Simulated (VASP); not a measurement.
# TiSi2 in VASP: a series of runs, part 2 of 3

VASP 6.6.1. Earlier steps stand in the parts before.

**3. Single point, PBEsol**

The input, INCAR:

```
SYSTEM = TiSi2
PREC = Accurate ; ENCUT = 520
EDIFF = 1E-6 ; ISMEAR = -1
SIGMA = 0.05 ; LREAL = Auto
LASPH = .True. ; NELM = 60
ALGO = Normal ; ISIF = 2
LWAVE = .False. ; LCHARG = .False.
GGA = PS ; NBANDS = 144
```

The input, KPOINTS:

```
Automatic mesh
0
Gamma
  2 2 2
  0.5 0.5 0.5
```

The input, POSCAR:

```
TiSi2
1.0
   -3.5170495929      0.0000000000     -7.1112303616
    5.2755743893      6.6741239618      0.0000000000
    5.2755743893     -6.6741239618      0.0000000000
Ti Si
12 24
Direct
    0.1250000000      0.8108160756      0.6058505911
    0.6250000000      0.6441494089      0.4391839244
    0.1250000000      0.1441494089      0.9391839244
    0.6250000000      0.9774827422      0.7725172578
    0.1250000000      0.4774827422      0.2725172578
    0.6250000000      0.3108160756      0.1058505911
    0.3750000000      0.6891839244      0.8941494089
    0.8750000000      0.5225172578      0.7274827422
    0.3750000000      0.0225172578      0.2274827422
    0.8750000000      0.8558505911      0.0608160756
    0.3750000000      0.3558505911      0.5608160756
    0.8750000000      0.1891839244      0.3941494089
    0.1250000000      0.1483470148      0.2683196518
    0.6250000000      0.9816803482      0.1016529852
    0.1250000000      0.4816803482      0.6016529852
    0.6250000000      0.3150136815      0.4349863185
    0.1250000000      0.8150136815      0.9349863185
    0.6250000000      0.6483470148      0.7683196518
    0.3750000000      0.3516529852      0.2316803482
    0.8750000000      0.1849863185      0.0650136815
    0.3750000000      0.6849863185      0.5650136815
    0.8750000000      0.5183196518      0.3983470148
    0.3750000000      0.0183196518      0.8983470148
    0.8750000000      0.8516529852      0.7316803482
    0.1250000000      0.4586135306      0.9580531360
    0.6250000000      0.2919468640      0.7913864694
    0.1250000000      0.7919468640      0.2913864694
    0.6250000000      0.6252801973      0.1247198027
    0.1250000000      0.1252801973      0.6247198027
    0.6250000000      0.9586135306      0.4580531360
    0.3750000000      0.0413864694      0.5419468640
    0.8750000000      0.8747198027      0.3752801973
    0.3750000000      0.3747198027      0.8752801973
    0.8750000000      0.2080531360      0.7086135306
    0.3750000000      0.7080531360      0.2086135306
    0.8750000000      0.5413864694      0.0419468640
```

Potentials or basis: VASP PAW PBE potentials, release 64 (Ti_sv, Si).

Command:

```sh
$ cat potpaw_PBE.64/Ti_sv/POTCAR potpaw_PBE.64/Si/POTCAR > POTCAR
$ mpirun -np 1 vasp_std > vasp.out
```

OUTCAR:

```text
SYSTEM = TiSi2
   PREC = Accurate
   ENCUT = 520
   EDIFF = 1E-6
   ISMEAR = -1
   LREAL = Auto
   LASPH = .True.
   NELM = 60
   ISIF = 2
   GGA = PS

 ion  position               nearest neighbor table
   1  0.125  0.811  0.606-  23 2.56  24 2.56  21 2.56  22 2.56  27 2.64  29 2.64  31 2.65  32 2.65
                            15 2.79  17 2.79
   2  0.625  0.644  0.439-  19 2.56  22 2.56  21 2.56  24 2.56  28 2.64  30 2.64  32 2.65  35 2.65
                            18 2.79  16 2.79
   3  0.125  0.144  0.939-  24 2.56  23 2.56  20 2.56  19 2.56  25 2.64  29 2.64  33 2.65  34 2.65
                            13 2.79  17 2.79
   4  0.625  0.977  0.773-  24 2.56  23 2.56  20 2.56  21 2.56  26 2.64  30 2.64  31 2.65  34 2.65
                            14 2.79  18 2.79
   5  0.125  0.477  0.273-  19 2.56  22 2.56  21 2.56  20 2.56  25 2.64  27 2.64  35 2.65  36 2.65
                            13 2.79  15 2.79
   6  0.625  0.311  0.106-  22 2.56  19 2.56  20 2.56  23 2.56  26 2.64  28 2.64  33 2.65  36 2.65
                            14 2.79  16 2.79
   7  0.375  0.689  0.894-  15 2.56  18 2.56  17 2.56  14 2.56  33 2.64  35 2.64  25 2.65  28 2.65
                            23 2.79  21 2.79
   8  0.875  0.523  0.727-  18 2.56  15 2.56  17 2.56  16 2.56  34 2.64  36 2.64  25 2.65  26 2.65
                            22 2.79  24 2.79
   9  0.375  0.023  0.227-  13 2.56  14 2.56  16 2.56  17 2.56  31 2.64  35 2.64  27 2.65  30 2.65
[... 41 lines left out ...]
  30  0.625  0.959  0.458-  32 2.50  34 2.50  35 2.50  31 2.50   2 2.64   4 2.64  12 2.65   9 2.65
                            14 3.08  16 3.08  21 3.10  24 3.10
  31  0.375  0.041  0.542-  29 2.50  27 2.50  26 2.50  30 2.50  11 2.64   9 2.64   1 2.65   4 2.65
                            23 3.08  21 3.08  16 3.10  13 3.10
  32  0.875  0.875  0.375-  27 2.50  30 2.50  29 2.50  28 2.50  10 2.64  12 2.64   1 2.65   2 2.65
                            22 3.08  24 3.08  13 3.10  14 3.10
  33  0.375  0.375  0.875-  25 2.50  26 2.50  28 2.50  29 2.50   7 2.64  11 2.64   3 2.65   6 2.65
                            19 3.08  23 3.08  15 3.10  18 3.10
  34  0.875  0.208  0.709-  29 2.50  25 2.50  30 2.50  26 2.50  12 2.64   8 2.64   3 2.65   4 2.65
                            24 3.08  20 3.08  16 3.10  15 3.10
  35  0.375  0.708  0.209-  28 2.50  25 2.50  30 2.50  27 2.50   7 2.64   9 2.64   2 2.65   5 2.65
                            19 3.08  21 3.08  17 3.10  14 3.10
  36  0.875  0.541  0.042-  28 2.50  27 2.50  26 2.50  25 2.50  10 2.64   8 2.64   6 2.65   5 2.65
                            22 3.08  20 3.08  17 3.10  18 3.10

  LATTYP: Found a base centered monoclinic cell.
 ALAT       =    10.5511487786
 B/A-ratio  =     1.2650990147
 C/A-ratio  =     0.7519015556
 COS(beta)  =    -0.4433204465

  Lattice vectors:

 A1 = (   5.2755743893,   6.6741239618,   0.0000000000)
 A2 = (   5.2755743893,  -6.6741239618,   0.0000000000)
 A3 = (  -3.5170495929,   0.0000000000,  -7.1112303616)

Analysis of symmetry for initial positions (statically):
=====================================================================
 Subroutine PRICEL returns following result:

  LATTYP: Found a base centered orthorhombic cell.
 ALAT       =     3.5170495925
 B/A-ratio  =     3.7952970444
 C/A-ratio  =     1.0109653240

  Lattice vectors:

 A1 = (   1.7585247957,   6.6741239618,   0.0000000000)
 A2 = (   1.7585247968,  -6.6741239618,   0.0000000000)
 A3 = (  -0.0000000002,   0.0000000007,  -3.5556151808)

   6 primitive cells build up your supercell.

 Routine SETGRP: Setting up the symmetry group for a
 base centered monoclinic supercell.

 Subroutine GETGRP returns: Found  4 space group operations
[... 92 lines left out ...]
 Found      3 irreducible k-points:

 Following reciprocal coordinates:
            Coordinates               Weight
  0.250000  0.250000  0.250000      2.000000
 -0.250000  0.250000  0.250000      2.000000
  0.250000 -0.250000  0.250000      4.000000
   k-points           NKPTS =      3   k-points in BZ     NKDIM =      3   number of bands    NBANDS=    144
   number of dos      NEDOS =    301   number of ions     NIONS =     36
   total plane-waves  NPLWV = 245760
   dimension x,y,z NGX =    60 NGY =   64 NGZ =   64
   dimension x,y,z NGXF=   120 NGYF=  128 NGZF=  128
   ions per type =              12  24
   NGX,Y,Z   is equivalent  to a cutoff of  12.57, 12.51, 12.51 a.u.
   NGXF,Y,Z  is equivalent  to a cutoff of  25.15, 25.01, 25.01 a.u.
 SYSTEM =  TiSi2
   PREC   = accura    normal or accurate (medium, high low for compatibility)
   ISTART =      0    job   : 0-new  1-cont  2-samecut
   ICHARG =      2    charge: 1-file 2-atom 10-const
   ISPIN  =      1    spin polarized calculation?
   LNONCOLLINEAR =      F non collinear calculations
   LSORBIT =      F    spin-orbit coupling
   LASPH  =      T    aspherical Exc in radial PAW
   ENCUT  =  520.0 eV  38.22 Ry    6.18 a.u.  14.75 15.82 15.82*2*pi/ulx,y,z
   NELM   =     60;   NELMIN=  2; NELMDL= -5     # of ELM steps
   EDIFF  = 0.1E-05   stopping-criterion for ELM
   LREAL  =      T    real-space projection
   EDIFFG = 0.1E-04   stopping-criterion for IOM
   NSW    =      0    number of steps for IOM
[... 5 lines left out ...]
   TEBEG  =    0.0;   TEEND  =   0.0 temperature during run
   PSTRESS=    0.0 pullay stress
   NELECT =     240.0000    total number of electrons
   NUPDOWN=      -1.0000    fix difference up-down
   EMIN   =  10.00;   EMAX   =-10.00  energy-range for DOS
   EFERMI =   0.00;   METHOD = LEGACY
   ISMEAR =    -1;   SIGMA  =   0.05  broadening in eV -4-tet -1-fermi 0-gaus
   EFERMI_NEDOS =   21; number of points for ismear=-14 and -15
   IALGO  =     38    algorithm
   IMIX   =      4    mixing-type and parameters
     AMIX     =   0.40;   BMIX     =  1.00
     AMIX_MAG =   1.60;   BMIX_MAG =  1.00
  volume/ion in A,a.u.               =      13.91        93.87
  Fermi-wavevector in a.u.,A,eV,Ry     =   1.281147  2.421017 22.331757  1.641338
  Thomas-Fermi vector in A             =   2.413534
   LORBIT       =      0    0 simple, 1 ext, 2 COOP (PROOUT), +10 PAW based schemes
   GGA     = PS    functional components
   LHFCALC =     F    Hartree Fock is set to
   AEXX    =    0.0000 exact exchange contribution
   IVDW    =     0    specifies the selected vdW correction
   LEPSILON=     F    determine dielectric tensor
   LRPA    =     F    only Hartree local field effects (RPA)
 non-spin polarized calculation
  energy-cutoff  :      520.00
  volume of cell :      500.77
 maximum number of plane-waves:     13485
 NGX is ok and might be reduce to    60
   NGX = 29   NGY = 31   NGZ = 31

 number of electron     240.0000000 magnetization

 Free energy of the ion-electron system (eV)
  ---------------------------------------------------
  ext. energy  EPLUGINS =         0.00000000
  ---------------------------------------------------
  free energy    TOTEN  =      -262.10193544 eV

  energy without entropy =     -262.00209377  energy(sigma->0) =     -262.05201460

 E-fermi :  10.7792     XC(G=0): -11.8194

 val. band max:       10.6962337613   @ k =   0.2500   0.2500   0.2500
 cond. band min:      10.8004317900   @ k =   0.2500  -0.2500   0.2500
 fundamental gap:      0.1041980286
 Fermi energy:        10.7791933637

 k-point     1 :       0.2500    0.2500    0.2500
  band No.  band energies     occupation
      1     -45.7843      2.00000
      2     -45.7819      2.00000
      3     -45.7799      2.00000
      4     -45.7799      2.00000
      5     -45.7757      2.00000
      6     -45.7742      2.00000
[... 394 lines left out ...]
    131      11.8159      0.00000
    132      11.8733      0.00000
 [bands above 132 left out]

------------------------ aborting loop because EDIFF is reached ----------------------------------------

  FORCE on cell =-STRESS in cart. coord.  units (eV):
  Direction    XX          YY          ZZ          XY          YZ          ZX
  --------------------------------------------------------------------------------------
  -------------------------------------------------------------------------------------
  Total        2.1236945     -2.9572995      1.2255802      0.0000000      0.0000000     -0.1001232
  in kB        6.7945996     -9.4616554      3.9211510      0.0000000      0.0000000     -0.3203365
  external PRESSURE =       0.4180317 kB  Pullay stress =       0.0000000 kB

 VOLUME and BASIS-vectors are now :
 -----------------------------------------------------------------------------
  energy-cutoff  :      520.00
  volume of cell :      500.77
      direct lattice vectors                 reciprocal lattice vectors
    -3.517049593  0.000000000 -7.111230362     0.000000000  0.000000000 -0.140622642
     5.275574389  6.674123962  0.000000000     0.094776410  0.074916199 -0.046874214
     5.275574389 -6.674123962  0.000000000     0.094776410 -0.074916199 -0.046874214

 POSITION                                       TOTAL-FORCE (eV/Angst)
 -----------------------------------------------------------------------------------
      7.03410      1.36797     -0.88890         0.000000     -0.158188     -0.000000
      3.51705      1.36797     -4.44452         0.000000     -0.158188      0.000000
      5.27557     -5.30616     -0.88890         0.000000     -0.158188     -0.000000
      7.03410      1.36797     -4.44452         0.000000     -0.158188      0.000000
      3.51705      1.36797     -0.88890         0.000000     -0.158188      0.000000
      0.00000      1.36797     -4.44452         0.000000     -0.158188     -0.000000
[... 28 lines left out ...]
      3.51705      3.33332     -2.66671         0.000000     -0.006333      0.000000
      0.00000      3.33332     -6.22233         0.000000     -0.006333     -0.000000
 -----------------------------------------------------------------------------------
    total drift:                               -0.000005      0.000005     -0.000002

  FREE ENERGIE OF THE ION-ELECTRON SYSTEM (eV)
  ---------------------------------------------------
  free  energy   TOTEN  =      -262.1019354405 eV

  energy  without entropy=     -262.0020937674  energy(sigma->0) =     -262.05201460
```

Run time: 3.2 min. Hardware: 1 thread of Intel Xeon 6975P-C (Granite Rapids), shared host; peak memory 0.59 GiB.

What came out:

| Quantity | Value |
| --- | --- |
| Free energy | -262.1019 eV |
| Pressure | 0.0 GPa |
| Largest force | 0.158 eV/Å |
| Band gap on the k mesh | zero (bands 120 and 121 overlap by 0.10 eV) |

Forces in eV/Å, atoms in the order of the input:
```
Ti   0.000 -0.158  0.000
Ti   0.000 -0.158  0.000
Ti   0.000 -0.158  0.000
Ti   0.000 -0.158  0.000
Ti   0.000 -0.158  0.000
Ti   0.000 -0.158  0.000
Ti   0.000  0.158  0.000
Ti   0.000  0.158  0.000
Ti   0.000  0.158  0.000
Ti   0.000  0.158  0.000
Ti   0.000  0.158  0.000
Ti   0.000  0.158  0.000
Si   0.000 -0.048  0.000
Si   0.000 -0.048  0.000
Si   0.000 -0.048  0.000
Si   0.000 -0.048  0.000
Si   0.000 -0.048  0.000
Si   0.000 -0.048  0.000
Si   0.000  0.048  0.000
Si   0.000  0.048  0.000
Si   0.000  0.048  0.000
Si   0.000  0.048  0.000
Si   0.000  0.048  0.000
Si   0.000  0.048  0.000
Si   0.000  0.006  0.000
Si   0.000  0.006  0.000
Si   0.000  0.006  0.000
Si   0.000  0.006  0.000
Si   0.000  0.006  0.000
Si   0.000  0.006  0.000
Si   0.000 -0.006  0.000
Si   0.000 -0.006  0.000
Si   0.000 -0.006  0.000
Si   0.000 -0.006  0.000
Si   0.000 -0.006  0.000
Si   0.000 -0.006  0.000
```

Caveat: the k points lie up to 0.44 Å⁻¹ apart; the PAW data sets were made with another functional, which shifts forces and pressure a little.

**4. Single point, PBEsol**

The input, INCAR:

```
SYSTEM = TiSi2
PREC = Accurate ; ENCUT = 520
EDIFF = 1E-6 ; ISMEAR = -1
SIGMA = 0.05 ; LREAL = Auto
LASPH = .True. ; NELM = 100
ALGO = Normal ; ISIF = 2
LWAVE = .False. ; LCHARG = .True.
GGA = PS ; LELF = .True.
LVHAR = .True. ; NBANDS = 144
```

KPOINTS is that of step 3.

The input, POSCAR:

```
TiSi2
1.0
   -3.5170495929      0.0000000000     -7.1112303616
    5.2755743893      6.6741239618      0.0000000000
    5.2755743893     -6.6741239618      0.0000000000
Ti Si
12 24
Direct
    0.1257782345      0.8190703631      0.6044501361
    0.6200478364      0.6461407228      0.4398333471
    0.1156498887      0.1399883085      0.9438526105
    0.6203782996      0.9825628732      0.7807922726
    0.1223512607      0.4841010309      0.2743419662
    0.6205282034      0.3223218759      0.1104106186
    0.3729777922      0.6949512708      0.8941682778
    0.8770139178      0.5268426472      0.7307336759
    0.3650303630      0.0339082150      0.2263817152
    0.8717969584      0.8653853345      0.0660052166
    0.3732701467      0.3673224751      0.5672928394
    0.8756694247      0.1991030592      0.3934545588
    0.1213493244      0.1619068355      0.2751895680
    0.6157070967      0.9930295852      0.1021469714
    0.1172971423      0.4857772254      0.6017966468
    0.6177579373      0.3223833215      0.4423097724
    0.1262047430      0.8178346271      0.9408273981
    0.6188373567      0.6544670019      0.7846712062
    0.3686294589      0.3627991389      0.2248151870
    0.8658718234      0.1974576548      0.0692147566
    0.3788695996      0.6948199587      0.5663422731
    0.8689182723      0.5244514553      0.4012321377
    0.3706606123      0.0268699278      0.8971350043
    0.8692387513      0.8485700457      0.7319749682
    0.1199845817      0.4575046257      0.9534474669
    0.6250064720      0.2947854793      0.7940024581
    0.1241305590      0.8085030813      0.2956345731
    0.6331260234      0.6409874848      0.1330295836
    0.1203974497      0.1366816076      0.6299963886
    0.6199295728      0.9678690723      0.4631851588
    0.3638353518      0.0533837541      0.5474012490
    0.8680255998      0.8795029086      0.3688123641
    0.3787324926      0.3864975024      0.8781130341
    0.8732813710      0.2077802443      0.7102532309
    0.3727685457      0.7156400940      0.2103584991
    0.8799574310      0.5525076858      0.0479891873
```

Command:

```sh
$ cat potpaw_PBE.64/Ti_sv/POTCAR potpaw_PBE.64/Si/POTCAR > POTCAR
$ mpirun -np 1 vasp_std > vasp.out
```

Wall time 5.9 min (1 thread of Intel Xeon 6975P-C (Granite Rapids), shared host); peak memory 0.61 GiB.

Results (log left out):

```yaml
Free_energy: -261.5496 eV
Pressure: 0.1 GPa
Largest_force: 1.121 eV/Å
Band_gap_on_the_k_mesh: zero (bands 120 and 121 overlap by 0.11 eV)
```

Forces in eV/Å, atoms in the order of the input:
```
Ti   0.253 -0.483  0.427
Ti   0.402  0.236 -0.199
Ti   0.191  0.811 -0.113
Ti  -0.419  0.529 -0.212
Ti   0.364  0.068 -0.044
Ti  -0.241 -0.132  0.008
Ti   0.491 -0.085  0.356
Ti   0.391  0.161  0.592
Ti   0.021 -0.447 -0.618
Ti  -0.085  0.564 -0.137
Ti  -0.160  0.110  0.158
Ti   0.445 -0.477  0.805
Si  -0.436  0.222 -0.086
Si  -0.032 -0.327 -0.339
Si   0.073  0.321 -0.704
Si  -0.384  0.275 -0.097
Si  -0.003  0.270  0.384
Si  -0.895  0.381 -0.558
Si   0.117 -0.484 -0.036
Si  -0.449 -0.115 -0.469
Si   0.088 -0.304  0.566
Si  -0.080  0.040 -0.250
Si   0.142 -0.009  0.293
Si   0.269 -0.077 -0.082
Si   0.434 -0.157 -0.296
Si   0.342  0.164 -0.049
Si  -0.482 -0.317 -0.067
Si  -0.493 -0.109  0.849
Si  -0.298 -0.139 -0.043
Si  -0.223  0.091  0.168
Si  -0.427  0.026 -0.578
Si   0.963 -0.379 -0.410
Si   0.050 -0.383  0.142
Si   0.275  0.094  0.248
Si  -0.014  0.088  0.102
Si  -0.191 -0.027  0.288
```

Stress tensor (GPa, compression positive):
```
 1.46 -0.14  0.05
-0.14 -1.75  0.06
 0.05  0.06  0.66
```

Levels at points of the mesh, in eV from the Fermi level:
| k point | band 118 | band 119 | band 120 | band 121 | band 122 | band 123 |
| --- | --- | --- | --- | --- | --- | --- |
| (0.25, 0.25, 0.25) | -0.77 | -0.30 | -0.29 | -0.08 | 0.22 | 0.26 |

Caveat: the k points lie up to 0.44 Å⁻¹ apart; the atoms stand as in a frame of molecular dynamics; the PAW data sets were made with another functional, which shifts forces and pressure a little.

[end of part 2 of 3]
